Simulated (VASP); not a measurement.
# HfSi: elastic constants with PBEsol

The system is HfSi.

```
Hf Si
1.0
     0.00000    2.65000    2.65000
     2.65000    0.00000    2.65000
     2.65000    2.65000    0.00000
Hf Si
1 1
Cartesian
  0.0000 0.0000 0.0000
  2.6500 2.6500 2.6500
```

| Item | Value |
| --- | --- |
| Program | VASP 6.6.1 |
| Task | elastic constants |
| Functional | PBEsol |
| Potentials or basis | VASP PAW PBE potentials, release 64 (Hf_pv, Si) |
| Cutoff | 600 eV |
| k mesh | 10 × 10 × 10 |
| Occupations | fermi-dirac, width 0.15 eV |
| Spin | no spin polarisation |
| Dipole correction | no |
| Ions in elastic constants | relaxed |
| Further INCAR settings | ALGO = Normal; EDIFF = 1e-08; IBRION = 6; POTIM = 0.015; NSW = 1; ISIF = 3 |

```json
{"Elastic constants C11, C12, C44": "300, 40, 18 GPa", "Voigt bulk modulus": "127 GPa", "Highest phonon frequency at Γ, LO-TO splitting left out": "350 cm⁻¹"}
```

Phonon frequencies in cm⁻¹ (negative: imaginary):
```tsv
q point	frequencies
(0.000, 0.000, 0.000)	0 0 0 350 350 350
```

Elastic tensor in Voigt notation (GPa, in the Cartesian axes of the cell as first typed):
```
300  40  40   0   0   0
 40 300  40   0   0   0
 40  40 300   0   0   0
  0   0   0  18   0   0
  0   0   0   0  18   0
  0   0   0   0   0  18
```

Clamped-ion elastic tensor (GPa):
```
300  40  40   0   0   0
 40 300  40   0   0   0
 40  40 300   0   0   0
  0   0   0  18   0   0
  0   0   0   0  18   0
  0   0   0   0   0  18
```

Wall time 17 min on 1 thread of Intel(R) Xeon(R) Platinum 8488C (Sapphire Rapids), on a shared host, peak memory 0.39 GiB.

Caveat: the PAW data sets were made with another functional, which shifts forces and pressure a little.
